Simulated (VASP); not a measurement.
Write the native input for VASP 6.6.1 that does the following.

```yaml
Task: relaxation of cell and atoms
Functional: PBE
Potentials_or_basis: VASP PAW PBE potentials, release 64 (Zn, S)
Cutoff: 600 eV
k_mesh: 8 × 8 × 8
Occupations: gaussian, width 0.02 eV
Spin: no spin polarisation
Dipole_correction: no
Further_INCAR_settings: ALGO = Normal; EDIFF = 1e-06; IBRION = 2; EDIFFG = -0.005; NSW = 100; ISIF = 3
```

The structure of ZnS lies in POSCAR:

```
ZnS
1.0
    0.0000000000      2.7234621712      2.7234621712
    2.7234621712      0.0000000000      2.7234621712
    2.7234621712      2.7234621712      0.0000000000
Zn S
1 1
Direct
    0.0000000000      0.0000000000      0.0000000000
    0.2500000000      0.2500000000      0.2500000000
```

The input as run:

INCAR

```
PREC = Accurate
ENCUT = 600
EDIFF = 1E-6
ISMEAR = 0
SIGMA = 0.02
LREAL = F
LASPH = T
NELM = 80
ALGO = Normal
ISIF = 3
LWAVE = F
LCHARG = F
GGA = PE
IBRION = 2
NSW = 100
EDIFFG = -0.005
```

KPOINTS

```
Automatic mesh
0
Gamma
  8 8 8
```

Potentials or basis: VASP PAW PBE potentials, release 64 (Zn, S).

Run with:

```console
$ cat potpaw_PBE.64/Zn/POTCAR potpaw_PBE.64/S/POTCAR > POTCAR
$ mpirun -np 1 vasp_std > vasp.out
```

It gave:

```
Pressure after relaxing : 0.0 GPa
Band gap on the k mesh  : 2.01 eV, direct
```

Caveat: the relaxation stopped at its first step, so nothing moved.

Run time: 14 s on 1 thread of Intel(R) Xeon(R) 6975P-C (Granite Rapids), on a shared host, peak memory 0.18 GiB.
